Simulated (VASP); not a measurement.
Runs of VASP 6.6.1 on CuO. The structure is that of space group P4_2/mmc (No. 131), or close to it. The cells are those of the table. 

```csv
level,potentials or basis,cell,k mesh,cutoff (eV),second run,gap on the mesh (eV),pressure (GPa)
PBE,"VASP PAW PBE potentials, release 64 (Cu, O)","a = 2.947, b = 2.947, c = 5.155 Å, angles 90.0, 90.0, 90.3°, 4 atoms",7 × 7 × 4,520,-,none,0.7
PBE,"VASP PAW PBE potentials, release 64 (Cu, O)","a = 2.931, b = 2.931, c = 5.143 Å, angles 90.0, 90.0, 90.2°, 4 atoms",9 × 9 × 5,520,-,none,(b)
LDA,"VASP PAW LDA potentials, release 64 (Cu, O)","a = 2.854, b = 2.854, c = 5.041 Å, angles 90.0, 90.0, 90.2°, 4 atoms",9 × 9 × 5,520,-,none,1.1
PBE,"VASP PAW PBE potentials, release 64 (Cu_sv_GW, O)","a = 2.950, b = 2.950, c = 5.149 Å, angles 90.0, 90.0, 90.1°, 4 atoms",9 × 9 × 5,700,valence_matched,none,(a)
PBE,"VASP PAW PBE potentials, release 64 (Cu_sv_GW, O)","a = 2.903, b = 2.903, c = 5.137 Å, angles 90.0, 90.0, 90.3°, 4 atoms",9 × 9 × 5,700,valence_matched,none,2.3
BLYP,"VASP PAW PBE potentials, release 64 (Cu, O)","a = 2.994, b = 2.994, c = 5.197 Å, angles 90.0, 90.0, 90.2°, 4 atoms",9 × 9 × 5,520,-,none,0.7
LDA,"VASP PAW LDA potentials, release 64 (Cu_sv_GW, O)","a = 2.854, b = 2.854, c = 5.041 Å, angles 90.0, 90.0, 90.2°, 4 atoms",9 × 9 × 5,700,valence_matched,none,-2.2
```

Alike in all rows: task single point; no spin polarisation; smearing fermi-dirac 0.05 eV.

Question: Fill in the values left out.

Answer: (a) -2.6; (b) 2.7.

Caveats: semilocal functionals often make such compounds metallic where correlation or magnetic order opens a gap, which also shifts bond lengths; the PAW data sets were made with another functional, which shifts forces and pressure a little (some runs).

A gap of «none» marks levels without a gap at the run's occupations.

The runs don't all hold the same shells in valence.
